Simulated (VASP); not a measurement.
SrO:

```xyz
2
Lattice="0.0000 2.6001 2.6001 2.6001 0.0000 2.6001 2.6001 2.6001 0.0000" Properties=species:S:1:pos:R:3 pbc="T T T"
Sr    2.6001    2.6001    2.6001
O     0.0000    0.0000    0.0000
```

This cell differs from its parent crystal: volume scaled by 1.04.

Base run:

| Item | Value |
| --- | --- |
| Program | VASP 6.6.1 |
| Functional | PBEsol |
| Potentials or basis | VASP PAW PBE potentials, release 64 (Sr_sv, O) |
| Cutoff | 520 eV |
| k mesh | 9 × 9 × 9 |
| Occupations | fermi-dirac, width 0.05 eV |
| Spin | no spin polarisation |

Its results: band gap on the k mesh 3.23 eV, indirect (least direct gap 3.35 eV); pressure -3.3 GPa.

After a change of settings the same cell gave: band gap on the k mesh 3.45 eV, indirect (least direct gap 3.57 eV); pressure 3.2 GPa. Which change was it?
A. functional from PBEsol to RPBE
B. functional from PBEsol to revPBE; dispersion from none to D3(BJ)
C. functional from PBEsol to LDA; potentials or basis from VASP PAW PBE potentials, release 64 (Sr_sv, O) to VASP PAW LDA potentials, release 64 (Sr_sv, O)
D. functional from PBEsol to PBE

A.

RPBE binds less tightly than PBEsol, so the same cell stands under more pressure.

Caveats: the PAW data sets were made with another functional, which shifts forces and pressure a little.
